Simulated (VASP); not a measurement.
Input of a VASP 6.6.1 run:

The input INCAR:

```
PREC = Accurate
ENCUT = 520
EDIFF = 1E-6
ISMEAR = -1
SIGMA = 0.02
LREAL = False
LASPH = True
NELM = 60
ALGO = Normal
ISIF = 2
LWAVE = False
LCHARG = False
GGA = PE
NBANDS = 28
```

File KPOINTS:

```
regular mesh
0
Gamma
  6 6 6
```

File POSCAR:

```
NaCdBr3
1.0
    5.6826349377      0.0000000000      0.0000000000
    0.0000000000      5.6826349377      0.0000000000
    0.0000000000      0.0000000000      5.3407981518
Na Cd Br
1 1 3
Direct
    0.0000000000      0.0000000000      0.0000000000
    0.5000000000      0.5000000000      0.5000000000
    0.5000000000      0.5000000000      0.0000000000
    0.5000000000      0.0000000000      0.5000000000
    0.0000000000      0.5000000000      0.5000000000
```

Potentials or basis: VASP PAW PBE potentials, release 64 (Na_pv, Cd, Br).

Command:

```sh
$ cat potpaw_PBE.64/Na_pv/POTCAR potpaw_PBE.64/Cd/POTCAR potpaw_PBE.64/Br/POTCAR > POTCAR
$ mpirun -np 1 vasp_std > vasp.out
```

Predict the pressure.

-0.4 GPa.

Predict the band gap on the k mesh.

0.71 eV (least direct gap 1.20 eV).

Stress tensor (GPa, compression positive):
```
-1.01  0.00  0.00
 0.00 -1.01  0.00
 0.00  0.00  0.94
```

Caveat: the cell differs from its parent crystal (epitaxial xy strain +4.0%); semilocal functionals underestimate gaps, and a narrow one can read as zero. A k mesh can miss the band edges.
